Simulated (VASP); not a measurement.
# Ni (I4/mmm) in VASP: single point with PBE

Aim: the single point of Ni with PBE.

Everything below comes from runs of VASP 6.6.1. Logs are shortened: lines on timing, memory, paths and dates and some standing lists are left out, and cuts for length are marked.

## 1. The cell of the first run

Symmetry: I4/mmm, No. 139, tetragonal system. Conventional cell: a = 2.956 Å, b = 2.956 Å, c = 2.513 Å, α = 90.00°, β = 90.00°, γ = 90.00°. Ni (site symmetry 4/mmm) has 14 Ni at 2.44 to 2.96 Å within 3.2 Å.

## 2. Single point, PBE, collinear spin, ferromagnetic start

File INCAR:

```
SYSTEM = Ni
ALGO     = Fast           ! electronic algorithm
EDIFF    = 1E-6           ! SCF threshold, eV
ENCUT    = 520            ! plane-wave cutoff, eV
GGA      = PE             ! functional
ISIF     = 2              ! what is computed and relaxed
ISMEAR   = 0              ! smearing method
ISPIN    = 2              ! spin polarisation
LASPH    = .True.         ! aspherical terms in the spheres
LCHARG   = .True.         ! write CHGCAR
LELF     = .True.         ! ELF
LMAXMIX  = 4              ! l up to which the mixer works
LORBIT   = 11             ! projections on sites
LREAL    = .False.        ! projectors in reciprocal space
LVHAR    = .True.       
LWAVE    = .False.        ! write WAVECAR
MAGMOM   = 0.64           ! initial moments
NBANDS   = 15             ! bands
NELM     = 150            ! most SCF steps
PREC     = Accurate       ! precision mode
SIGMA    = 0.15           ! smearing width, eV
```

File KPOINTS:

```
k-points
0
Gamma
  34 34 34
  0 0 0
```

File POSCAR:

```
Ni
1.0
   -1.4781872202      1.4781872202      1.2564591372
    1.4781872202     -1.4781872202      1.2564591372
    1.4781872202      1.4781872202     -1.2564591372
Ni
1
Direct
    0.0000000000      0.0000000000      0.0000000000
```

Potentials or basis: VASP PAW PBE potentials, release 64 (Ni).

On the command line:

```console
$ cat potpaw_PBE.64/Ni/POTCAR > POTCAR
$ mpirun -np 1 vasp_std > vasp.out
```

OUTCAR:

```text
SYSTEM = Ni
   EDIFF = 1E-6
   ENCUT = 520
   GGA = PE
   ISIF = 2
   ISMEAR = 0
   ISPIN = 2
   LASPH = .True.
   LORBIT = 11
   LREAL = .False.
   NELM = 150
   PREC = Accurate

 ion  position               nearest neighbor table
   1  0.000  0.000  0.000-

  LATTYP: Found a body centered tetragonal cell.
 ALAT       =     2.9563744404
 C/A-ratio  =     0.8500000000

  Lattice vectors:

 A1 = (  -1.4781872202,   1.4781872202,   1.2564591372)
 A2 = (   1.4781872202,  -1.4781872202,   1.2564591372)
 A3 = (   1.4781872202,   1.4781872202,  -1.2564591372)

Analysis of symmetry for initial positions (statically):
=====================================================================
 Subroutine PRICEL returns:
 Original cell was already a primitive cell.

 Routine SETGRP: Setting up the symmetry group for a
 body centered tetragonal supercell.

 Subroutine GETGRP returns: Found 16 space group operations
 (whereof 16 operations were pure point group operations)
 out of a pool of 16 trial point group operations.

The static configuration has the point symmetry D_4h.

Analysis of symmetry for dynamics (positions and initial velocities):
=====================================================================
 Subroutine PRICEL returns:
 Original cell was already a primitive cell.

 Routine SETGRP: Setting up the symmetry group for a
 body centered tetragonal supercell.

 Subroutine GETGRP returns: Found 16 space group operations
 (whereof 16 operations were pure point group operations)
 out of a pool of 16 trial point group operations.

The dynamic configuration has the point symmetry D_4h.

Analysis of structural, dynamic, and magnetic symmetry:
=====================================================================
 Subroutine PRICEL returns:
 Original cell was already a primitive cell.

 Routine SETGRP: Setting up the symmetry group for a
 body centered tetragonal supercell.

 Subroutine GETGRP returns: Found 16 space group operations
 (whereof 16 operations were pure point group operations)
 out of a pool of 16 trial point group operations.

The overall configuration has the point symmetry D_4h.

 Subroutine INISYM returns: Found 16 space group operations
 (whereof 16 operations are pure point group operations),
 and found     1 'primitive' translations

----------------------------------------------------------------------------------------

                                     Primitive cell

  volume of cell :      10.9816

  direct lattice vectors                    reciprocal lattice vectors
    -1.478187220  1.478187220  1.256459137     0.000000000  0.338252146  0.397943702
     1.478187220 -1.478187220  1.256459137     0.338252146  0.000000000  0.397943702
     1.478187220  1.478187220 -1.256459137     0.338252146  0.338252146  0.000000000

  length of vectors
     2.439008913  2.439008913  2.439008913     0.522277421  0.522277421  0.478360773

  position of ions in fractional coordinates (direct lattice)
     0.000000000  0.000000000  0.000000000

  ion indices of the primitive-cell ions
   primitive index   ion index
                 1           1

----------------------------------------------------------------------------------------

 KPOINTS: k-points

Automatic generation of k-mesh.
 Grid dimensions read from file:
 generate k-points for:   34   34   34

 Generating k-lattice:

  Cartesian coordinates                     Fractional coordinates (reciprocal lattice)
     0.000000000  0.009948593  0.011704227     0.029411765  0.000000000  0.000000000
     0.009948593  0.000000000  0.011704227     0.000000000  0.029411765  0.000000000
     0.009948593  0.009948593  0.000000000     0.000000000  0.000000000  0.029411765

  Length of vectors
     0.015361101  0.015361101  0.014069434

  Shift w.r.t. Gamma in fractional coordinates (k-lattice)
     0.000000000  0.000000000  0.000000000

 Subroutine IBZKPT returns following result:
 ===========================================

 Found   2844 irreducible k-points:

 Following reciprocal coordinates:
            Coordinates               Weight
  0.000000  0.000000  0.000000      1.000000
  0.029412 -0.000000  0.000000      8.000000
  0.058824 -0.000000  0.000000      8.000000
  0.088235  0.000000  0.000000      8.000000
  0.117647 -0.000000  0.000000      8.000000
  0.147059  0.000000  0.000000      8.000000
[... 16 lines left out ...]
  0.147059  0.029412  0.000000     16.000000
  0.176471  0.029412  0.000000     16.000000
 [... further k-points ...]
   k-points           NKPTS =   2844   k-points in BZ     NKDIM =   2844   number of bands    NBANDS=     15
   number of dos      NEDOS =    301   number of ions     NIONS =      1
   total plane-waves  NPLWV =   5832
   dimension x,y,z NGX =    18 NGY =   18 NGZ =   18
   dimension x,y,z NGXF=    36 NGYF=   36 NGZF=   36
   ions per type =               1
   NGX,Y,Z   is equivalent  to a cutoff of  12.27, 12.27, 12.27 a.u.
   NGXF,Y,Z  is equivalent  to a cutoff of  24.54, 24.54, 24.54 a.u.
 SYSTEM =  Ni
   PREC   = accura    normal or accurate (medium, high low for compatibility)
   ISTART =      0    job   : 0-new  1-cont  2-samecut
   ICHARG =      2    charge: 1-file 2-atom 10-const
   ISPIN  =      2    spin polarized calculation?
   LNONCOLLINEAR =      F non collinear calculations
   LSORBIT =      F    spin-orbit coupling
   LASPH  =      T    aspherical Exc in radial PAW
   ENCUT  =  520.0 eV  38.22 Ry    6.18 a.u.   4.53  4.53  4.53*2*pi/ulx,y,z
   NELM   =    150;   NELMIN=  2; NELMDL= -5     # of ELM steps
   EDIFF  = 0.1E-05   stopping-criterion for ELM
   LREAL  =      F    real-space projection
   EDIFFG = 0.1E-04   stopping-criterion for IOM
   NSW    =      0    number of steps for IOM
   IBRION =     -1    ionic relax: 0-MD 1-quasi-New 2-CG
   NFREE  =      0    steps in history (QN), initial steepest desc. (CG)
   ISIF   =      2    stress and relaxation
   ISYM   =      2    0-nonsym 1-usesym 2-fastsym
   POTIM  = 0.5000    time-step for ionic-motion
   TEBEG  =    0.0;   TEEND  =   0.0 temperature during run
   PSTRESS=    0.0 pullay stress
   NELECT =      10.0000    total number of electrons
   NUPDOWN=      -1.0000    fix difference up-down
   EMIN   =  10.00;   EMAX   =-10.00  energy-range for DOS
   EFERMI =   0.00;   METHOD = LEGACY
   ISMEAR =     0;   SIGMA  =   0.15  broadening in eV -4-tet -1-fermi 0-gaus
   EFERMI_NEDOS =   21; number of points for ismear=-14 and -15
   IALGO  =     68    algorithm
   IMIX   =      4    mixing-type and parameters
     AMIX     =   0.40;   BMIX     =  1.00
     AMIX_MAG =   1.60;   BMIX_MAG =  1.00
  volume/ion in A,a.u.               =      10.98        74.11
  Fermi-wavevector in a.u.,A,eV,Ry     =   1.586789  2.998596 34.258085  2.517898
  Thomas-Fermi vector in A             =   2.686046
   LORBIT       =     11    0 simple, 1 ext, 2 COOP (PROOUT), +10 PAW based schemes
   GGA     = PE    functional components
   LHFCALC =     F    Hartree Fock is set to
   AEXX    =    0.0000 exact exchange contribution
   IVDW    =     0    specifies the selected vdW correction
   LEPSILON=     F    determine dielectric tensor
   LRPA    =     F    only Hartree local field effects (RPA)
 spin polarized calculation
 RMM-DIIS sequential band-by-band and
 Gauss-broadening in eV      SIGMA  =   0.15
  energy-cutoff  :      520.00
  volume of cell :       10.98
 maximum number of plane-waves:       309
   NGX =  9   NGY =  9   NGZ =  9

 number of electron      10.0000000 magnetization       0.6400000

 number of electron       9.9999999 magnetization       0.5894741

 Free energy of the ion-electron system (eV)
  ---------------------------------------------------
  ext. energy  EPLUGINS =         0.00000000
  ---------------------------------------------------
  free energy    TOTEN  =        -5.40104581 eV

  energy without entropy =       -5.38613206  energy(sigma->0) =       -5.39358894

 E-fermi :   9.1597     XC(G=0): -13.1920

 val. band max:        9.1596343650   @ k =   0.4118   0.1765   0.0882
 cond. band min:       9.1597199091   @ k =  -0.2353  -0.3235   0.1765
 fundamental gap:      0.0000855441
 Fermi energy:         9.1596760509

 spin component 1

 k-point     1 :       0.0000    0.0000    0.0000
  band No.  band energies     occupation
      1       0.3051      1.00000
      2       6.3337      1.00000
      3       7.1965      1.00000
      4       7.1965      1.00000
      5       7.4145      1.00000
      6       8.6291      1.00000
      7      33.4075      0.00000
      8      33.4075      0.00000
      9      38.2896      0.00000
     10      38.6901      0.00000
     11      38.7175      0.00000
     12      41.0532      0.00000
     13      41.0532      0.00000
     14      42.4397      0.00000
     15      44.4772      0.00000
[... 397 lines left out ...]
 k-point    24 :       0.1765    0.0294    0.0000
  band No.  band energies     occupation
      1       1.9033      1.00000
      2       6.3350      1.00000
      3       6.9250      1.00000
      4       7.4305      1.00000
      5       7.8112      1.00000
      6       8.3674      1.00000
      7      29.1328      0.00000
      8      30.9150      0.00000
      9      32.3998      0.00000
     10      34.3095      0.00000
     11      36.9330      0.00000
     12      39.6974      0.00000
     13      43.0505      0.00000
     14      47.1539      0.00000
     15      48.3757      0.00000

 [... further k-points ...]

 Fermi energy:         9.1596760509

 spin component 2

 k-point     1 :       0.0000    0.0000    0.0000
  band No.  band energies     occupation
      1       0.2771      1.00000
      2       7.0953      1.00000
      3       7.8546      1.00000
      4       7.8546      1.00000
      5       8.1042      1.00000
      6       9.0726      0.79427
      7      33.3132      0.00000
      8      33.3132      0.00000
      9      38.4690      0.00000
     10      38.5771      0.00000
     11      38.7241      0.00000
     12      41.1521      0.00000
     13      41.1521      0.00000
     14      42.3154      0.00000
     15      44.5843      0.00000
[... 397 lines left out ...]
 k-point    24 :       0.1765    0.0294    0.0000
  band No.  band energies     occupation
      1       1.8837      1.00000
      2       7.0403      1.00000
      3       7.5333      1.00000
      4       8.1403      1.00000
      5       8.5171      1.00000
      6       8.8118      0.99948
      7      29.1715      0.00000
      8      30.9326      0.00000
      9      32.4459      0.00000
     10      34.3710      0.00000
     11      36.9995      0.00000
     12      39.6881      0.00000
     13      43.1322      0.00000
     14      47.1732      0.00000
     15      48.5214      0.00000

 [... further k-points ...]
[... 5 lines left out ...]
  --------------------------------------------------------------------------------------
  -------------------------------------------------------------------------------------
  Total       -0.0248171     -0.0248171      0.1142442      0.0000000     -0.0000000      0.0000000
  in kB       -3.6207129     -3.6207129     16.6677764      0.0000000     -0.0000000      0.0000000
  external PRESSURE =       3.1421169 kB  Pullay stress =       0.0000000 kB

 VOLUME and BASIS-vectors are now :
 -----------------------------------------------------------------------------
  energy-cutoff  :      520.00
  volume of cell :       10.98
      direct lattice vectors                 reciprocal lattice vectors
    -1.478187220  1.478187220  1.256459137     0.000000000  0.338252146  0.397943702
     1.478187220 -1.478187220  1.256459137     0.338252146  0.000000000  0.397943702
     1.478187220  1.478187220 -1.256459137     0.338252146  0.338252146  0.000000000

 POSITION                                       TOTAL-FORCE (eV/Angst)
 -----------------------------------------------------------------------------------
      0.00000      0.00000      0.00000        -0.000000      0.000000      0.000000
 -----------------------------------------------------------------------------------
    total drift:                                0.000000     -0.000000      0.000000

  FREE ENERGIE OF THE ION-ELECTRON SYSTEM (eV)
  ---------------------------------------------------
  free  energy   TOTEN  =        -5.4010458131 eV

  energy  without entropy=       -5.3861320631  energy(sigma->0) =       -5.39358894

 total charge

# of ion       s       p       d       tot
------------------------------------------
    1        0.495   0.486   8.325   9.306

 magnetization (x)

# of ion       s       p       d       tot
------------------------------------------
    1       -0.006  -0.022   0.628   0.600
```

It took 34 min on 1 thread of Oxide Virtual Turin-like, shared host; peak memory 0.68 GiB.

What came out:

- Free energy: -5.4010 eV
- Pressure: 0.3 GPa
- Net moment: 0.59 μB per cell
- Site moments: Ni +0.60 μB
- Valence electrons inside the program's atomic spheres: Ni 9.31
